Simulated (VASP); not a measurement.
A run of VASP 6.6.1 is set up as follows.

The input INCAR:

```
ALGO = Normal
EDIFF = 1E-7
EDIFFG = -0.005
ENCUT = 600
GGA = PE
IBRION = 2
ISIF = 3
ISMEAR = -1
LASPH = T
LCHARG = F
LREAL = F
LWAVE = F
NELM = 80
NSW = 32
PREC = Accurate
PSTRESS = 1700.0
SIGMA = 0.1
```

KPOINTS

```
k-points
0
Gamma
  17 17 17
```

POSCAR

```
GaN
1.0
    0.0000000000      1.9841004894      1.9841004894
    1.9841004894      0.0000000000      1.9841004894
    1.9841004894      1.9841004894      0.0000000000
Ga N
1 1
Direct
    0.0000000000      0.0000000000      0.0000000000
    0.2500000000      0.2500000000      0.2500000000
```

Potentials or basis: VASP PAW PBE potentials, release 64 (Ga_d, N).

Command:

```bash
$ cat potpaw_PBE.64/Ga_d/POTCAR potpaw_PBE.64/N/POTCAR > POTCAR
$ mpirun -np 1 vasp_std > vasp.out
```

**Question.** Predict the space group after relaxing (to 0.1 Å).

**Answer.** F-43m (No. 216).

**Question.** Estimate the band gap on the k mesh.

**Answer.** 3.42 eV (least direct gap 4.11 eV).

**Question.** Predict the relaxed cell.

**Answer.** a = 2.804 Å, b = 2.804 Å, c = 2.804 Å, α = 60.00°, β = 60.00°, γ = 60.00°.

**Question.** Estimate the relaxed volume.

**Answer.** 7.79 Å³/atom.

Final structure:
```
Ga N
1.0
     0.00000    1.98257    1.98257
     1.98257    0.00000    1.98257
     1.98257    1.98257    0.00000
Ga N
1 1
Direct
  0.00000 0.00000 0.00000
  0.25000 0.25000 0.25000
```

Caveat: the cell is relaxed towards a set pressure, so the run minimises the enthalpy, not the energy; an odd mesh through Γ misses points on the zone boundary, where band edges can lie.
